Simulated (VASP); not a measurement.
# Pd (Fm-3m) in VASP: further runs, part 2 of 2

VASP 6.6.1. Earlier steps stand in the parts before.

### Step 4. Single point, PBEsol

This run uses another cell than the first one, of 14.80 Å³/atom, 1.015 times its volume.

Input file INCAR:

```
SYSTEM = Pd
  ALGO = Normal
  EDIFF = 1E-6
  ENCUT = 500
  GGA = PS
  GGA_COMPAT = .False.
  ISIF = 2
  ISMEAR = -1
  LASPH = .True.
  LCHARG = .False.
  LREAL = .False.
  LWAVE = .False.
  NBANDS = 11
  NELM = 120
  PREC = Accurate
  SIGMA = 0.05
```

Input file KPOINTS:

```
k-points
0
Gamma
  11 11 11
  0 0 0
```

Input file POSCAR:

```
Pd
1.0
    0.0000000000      1.9489112491      1.9489112491
    1.9489112491      0.0000000000      1.9489112491
    1.9489112491      1.9489112491      0.0000000000
Pd
1
Direct
    0.0000000000      0.0000000000      0.0000000000
```

Potentials or basis: VASP PAW PBE potentials, release 64 (Pd).

Launch:

```sh
$ cat potpaw_PBE.64/Pd/POTCAR > POTCAR
$ mpirun -np 1 vasp_std > vasp.out
```

OUTCAR:

```text
SYSTEM = Pd
   EDIFF = 1E-6
   ENCUT = 500
   GGA = PS
   ISIF = 2
   ISMEAR = -1
   LASPH = .True.
   LREAL = .False.
   NELM = 120
   PREC = Accurate

 ion  position               nearest neighbor table
   1  0.000  0.000  0.000-

  LATTYP: Found a face centered cubic cell.
 ALAT       =     3.8978224982

  Lattice vectors:

 A1 = (   0.0000000000,   1.9489112491,   1.9489112491)
 A2 = (   1.9489112491,   0.0000000000,   1.9489112491)
 A3 = (   1.9489112491,   1.9489112491,   0.0000000000)

Analysis of symmetry for initial positions (statically):
[... 33 lines left out ...]
                                     Primitive cell

  volume of cell :      14.8049

  direct lattice vectors                    reciprocal lattice vectors
     0.000000000  1.948911249  1.948911249    -0.256553499  0.256553499  0.256553499
     1.948911249  0.000000000  1.948911249     0.256553499 -0.256553499  0.256553499
     1.948911249  1.948911249  0.000000000     0.256553499  0.256553499 -0.256553499

  length of vectors
     2.756176720  2.756176720  2.756176720     0.444363695  0.444363695  0.444363695

  position of ions in fractional coordinates (direct lattice)
     0.000000000  0.000000000  0.000000000

  ion indices of the primitive-cell ions
   primitive index   ion index
                 1           1

----------------------------------------------------------------------------------------

 KPOINTS: k-points

Automatic generation of k-mesh.
 Grid dimensions read from file:
 generate k-points for:   11   11   11

 Generating k-lattice:

  Cartesian coordinates                     Fractional coordinates (reciprocal lattice)
    -0.023323045  0.023323045  0.023323045     0.090909091  0.000000000  0.000000000
     0.023323045 -0.023323045  0.023323045     0.000000000  0.090909091  0.000000000
     0.023323045  0.023323045 -0.023323045     0.000000000  0.000000000  0.090909091

  Length of vectors
     0.040396700  0.040396700  0.040396700

[... 75 lines left out ...]
  Fermi-wavevector in a.u.,A,eV,Ry     =   1.436391  2.714386 28.071812  2.063220
  Thomas-Fermi vector in A             =   2.555585
   LORBIT       =      0    0 simple, 1 ext, 2 COOP (PROOUT), +10 PAW based schemes
   GGA     = PS    functional components
   LHFCALC =     F    Hartree Fock is set to
   AEXX    =    0.0000 exact exchange contribution
   IVDW    =     0    specifies the selected vdW correction
   LEPSILON=     F    determine dielectric tensor
   LRPA    =     F    only Hartree local field effects (RPA)
 non-spin polarized calculation
  energy-cutoff  :      500.00
  volume of cell :       14.80
 maximum number of plane-waves:       383
   NGX =  9   NGY =  9   NGZ =  9

 number of electron      10.0000000 magnetization

 number of electron       9.9999998 magnetization

 Free energy of the ion-electron system (eV)
  ---------------------------------------------------
  ext. energy  EPLUGINS =         0.00000000
  ---------------------------------------------------
  free energy    TOTEN  =        -5.95248572 eV

  energy without entropy =       -5.93097529  energy(sigma->0) =       -5.94173050

 E-fermi :   9.5899     XC(G=0): -13.3556

 val. band max:        9.5673886613   @ k =  -0.4545   0.3636   0.0909
 cond. band min:       9.5977085724   @ k =   0.4545   0.1818   0.0000
 fundamental gap:      0.0303199111
 Fermi energy:         9.5899298812

 k-point     1 :       0.0000    0.0000    0.0000
  band No.  band energies     occupation
      1       2.3467      2.00000
      2       6.7308      2.00000
      3       6.7308      2.00000
      4       6.7308      2.00000
      5       8.3525      2.00000
      6       8.3525      2.00000
      7      26.6830      0.00000
      8      31.4302      0.00000
      9      31.4302      0.00000
     10      31.4302      0.00000
     11      35.6911      0.00000
[... 309 lines left out ...]
 k-point    24 :      -0.1818    0.1818    0.0000
  band No.  band energies     occupation
      1       4.8292      2.00000
      2       6.0421      2.00000
      3       6.9300      2.00000
      4       7.6404      2.00000
      5       7.6963      2.00000
      6       9.7216      0.13401
      7      24.5358      0.00000
      8      25.4774      0.00000
      9      30.6418      0.00000
     10      32.0340      0.00000
     11      34.5300      0.00000

 [... further k-points ...]

------------------------ aborting loop because EDIFF is reached ----------------------------------------

  FORCE on cell =-STRESS in cart. coord.  units (eV):
  Direction    XX          YY          ZZ          XY          YZ          ZX
  --------------------------------------------------------------------------------------
  -------------------------------------------------------------------------------------
  Total       -0.2933975     -0.2933975     -0.2933975      0.0000000      0.0000000     -0.0000000
  in kB      -31.7512493    -31.7512493    -31.7512493      0.0000000      0.0000000     -0.0000000
  external PRESSURE =     -31.7512493 kB  Pullay stress =       0.0000000 kB

 VOLUME and BASIS-vectors are now :
 -----------------------------------------------------------------------------
  energy-cutoff  :      500.00
  volume of cell :       14.80
      direct lattice vectors                 reciprocal lattice vectors
     0.000000000  1.948911249  1.948911249    -0.256553499  0.256553499  0.256553499
     1.948911249  0.000000000  1.948911249     0.256553499 -0.256553499  0.256553499
     1.948911249  1.948911249  0.000000000     0.256553499  0.256553499 -0.256553499

 POSITION                                       TOTAL-FORCE (eV/Angst)
 -----------------------------------------------------------------------------------
      0.00000      0.00000      0.00000         0.000000     -0.000000     -0.000000
 -----------------------------------------------------------------------------------
    total drift:                               -0.000000     -0.000000     -0.000000

  FREE ENERGIE OF THE ION-ELECTRON SYSTEM (eV)
  ---------------------------------------------------
  free  energy   TOTEN  =        -5.9524857181 eV

  energy  without entropy=       -5.9309752880  energy(sigma->0) =       -5.94173050
```

stdout:

```text
POSCAR found type information on POSCAR Pd
 POSCAR found :  1 types and       1 ions
 scaLAPACK will be used
 -----------------------------------------------------------------------------
|                                                                             |
|                                                                             |
|     You enforced a specific xc type in the INCAR file but a different       |
|     I HOPE YOU KNOW WHAT YOU ARE DOING!                                     |
|                                                                             |
 -----------------------------------------------------------------------------

 LDA part: xc-table for (Slater+PW92), standard interpolation
 POSCAR, INCAR and KPOINTS ok, starting setup
 FFT: planning ... GRIDC
 FFT: planning ... GRID_SOFT
 FFT: planning ... GRID
 WAVECAR not read
 entering main loop
```

It took 8.6 s on 1 thread of AMD EPYC 7R43 (Zen 3), shared host; peak memory 0.09 GiB.

What came out:

| Quantity | Value |
| --- | --- |
| Free energy | -5.9525 eV |
| Pressure | -3.2 GPa |
| Band gap on the k mesh | zero (band 5 reaches 9.80 eV, above the bottom of band 6 at 8.30 eV) |

Caveat: the PAW data sets were made with another functional, which shifts forces and pressure a little.

### Step 5. Summary

```tsv
cell	gap on the mesh (eV)	pressure (GPa)
a = 2.743 Å, angles 60.0°, 1 atom	none	-0.3
a = 2.729 Å, angles 60.0°, 1 atom	none	2.9
a = 2.756 Å, angles 60.0°, 1 atom	none	-3.2
```

Alike in all rows: task single point; level PBEsol; potentials or basis VASP PAW PBE potentials, release 64 (Pd); no spin polarisation; k mesh 11 × 11 × 11; cutoff (eV) 500; smearing fermi-dirac 0.05 eV.

Caveats: the PAW data sets were made with another functional, which shifts forces and pressure a little.

Total energies depend on the potentials used, so only differences within one code and one set of settings carry meaning.
